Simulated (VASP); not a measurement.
A run of VASP 6.6.1 is set up as follows.

INCAR

```
SYSTEM = AgCl
PREC = Accurate ; ENCUT = 520
EDIFF = 1E-7 ; ISMEAR = -1
SIGMA = 0.01 ; LREAL = .False.
LASPH = .True. ; NELM = 100
ALGO = Normal ; ISIF = 2
LWAVE = .False. ; LCHARG = .False.
GGA = PS ; NBANDS = 16
```

The input KPOINTS:

```
Automatic mesh
0
Gamma
  9 9 9
  0 0 0
```

POSCAR

```
AgCl
1.0
    3.5013229026      0.0000000000      0.0000000000
    0.0000000000      3.5013229026      0.0000000000
    0.0000000000      0.0000000000      3.5013229026
Ag Cl
1 1
Direct
    0.0000000000      0.0000000000      0.0000000000
    0.5000000000      0.5000000000      0.5000000000
```

Potentials or basis: VASP PAW PBE potentials, release 64 (Ag, Cl).

The run is started by

```sh
$ cat potpaw_PBE.64/Ag/POTCAR potpaw_PBE.64/Cl/POTCAR > POTCAR
$ mpirun -np 1 vasp_std > vasp.out
```

Task: What does it give for the band gap on the k mesh?

Result: 0.43 eV, indirect (least direct gap 1.75 eV).

Task: What does it give for the pressure?

Result: -6.5 GPa.

Caveat: the PAW data sets were made with another functional, which shifts forces and pressure a little. A k mesh can miss the band edges.
